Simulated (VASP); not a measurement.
Input of a VASP 6.6.1 run:

File INCAR:

```
PREC = Accurate ; ENCUT = 520
EDIFF = 1E-7 ; ISMEAR = 0
SIGMA = 0.1 ; LREAL = F
LASPH = T ; NELM = 60
ALGO = Fast ; ISIF = 2
LWAVE = F ; LCHARG = F
LDIPOL = T ; IDIPOL = 3
DIPOL = 0.5 0.5 0.339 ; GGA = PE
IBRION = 2 ; NSW = 36
EDIFFG = -0.025 ; KPAR = 4
```

File KPOINTS:

```
Automatic mesh
0
Gamma
  6 6 1
```

Contents of POSCAR:

```
Mo6H
1.0
    4.4695765307      0.0000000000      0.0000000000
   -2.2347882654      3.8707668198      0.0000000000
    0.0000000000      0.0000000000     19.7595667350
Mo H
6 1
Selective dynamics
Direct
    0.6666666667      0.3333333333      0.2024335884  F F F
    0.3333333333      0.6666666667      0.2486060831  F F F
    0.0000000000      0.0000000000      0.2947785777  F F F
    0.6666666667      0.3333333333      0.3368821116  F F F
    0.3333333333      0.6666666667      0.3779725564  F F F
    0.0000000000      0.0000000000      0.4180034333  F F F
    0.1111111111      0.2222222222      0.4942618262  F F T
```

Potentials or basis: VASP PAW PBE potentials, release 64 (Mo_sv, H).

Run with:

```bash
$ cat potpaw_PBE.64/Mo_sv/POTCAR potpaw_PBE.64/H/POTCAR > POTCAR
$ mpirun -np 4 vasp_std > vasp.out
```

**Question.** What does it give for the energy gained by relaxing?

**Answer.** 0.3 meV/atom.

**Question.** Predict the band gap on the k mesh.

**Answer.** Zero (an odd number of electrons rules out a gap without spin polarisation).

Final structure:
```
Mo H
1.0
     4.46958    0.00000    0.00000
    -2.23479    3.87077    0.00000
     0.00000    0.00000   19.75957
Mo H
6 1
Direct
  0.66667 0.33333 0.20243
  0.33333 0.66667 0.24861
  0.00000 0.00000 0.29478
  0.66667 0.33333 0.33688
  0.33333 0.66667 0.37797
  0.00000 0.00000 0.41800
  0.11111 0.22222 0.49548
```
